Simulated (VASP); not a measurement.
A run of VASP 6.6.1 is set up as follows.

Contents of POSCAR:

```
N
1.0
    3.9193217816      0.0000000000      0.0000000000
   -1.9596608908      3.3942322285      0.0000000000
    0.0000000000      0.0000000000      6.3612000000
N
2
Direct
    0.3333333333      0.6666666667      0.2500000000
    0.6666666667      0.3333333333      0.7500000000
```

Contents of INCAR.step1:

```
SYSTEM = N
ALGO = Normal
EDIFF = 1E-4
ENCUT = 520
GGA = PE
ISMEAR = 0
ISPIN = 2
LASPH = .True.
LCHARG = .False.
LREAL = .False.
LWAVE = .True.
MAGMOM = 3.2 3.2
NBANDS = 16
NELM = 150
PREC = Accurate
SIGMA = 0.05
```

File INCAR.step2:

```
SYSTEM = N
ALGO = Normal
EDIFF = 1E-7
ENCUT = 520
ISIF = 2
ISMEAR = 0
ISPIN = 2
ISTART = 1
LASPH = .True.
LCHARG = .False.
LMIXTAU = .True.
LORBIT = 11
LREAL = .False.
LWAVE = .False.
MAGMOM = 3.2 3.2
METAGGA = R2SCAN
NBANDS = 16
NELM = 150
PREC = Accurate
SIGMA = 0.05
```

KPOINTS

```
k-points
0
Gamma
  6 6 4
  0 0 0
```

Potentials or basis: VASP PAW PBE potentials, release 64 (N).

The run is started by

```console
$ cat potpaw_PBE.64/N/POTCAR > POTCAR
$ cp INCAR.step1 INCAR
$ mpirun -np 1 vasp_std > vasp.out
$ cp INCAR.step2 INCAR
$ mpirun -np 1 vasp_std > vasp.out
```

Problem. What does it give for the site moments?

Solution. N +1.99 μB.

Problem. Estimate the band gap on the k mesh.

Solution. 4.51 eV, direct.

Caveat: the cell differs from its parent crystal (strain +0.080 along x and y, +0.080 along z). A k mesh can miss the band edges.
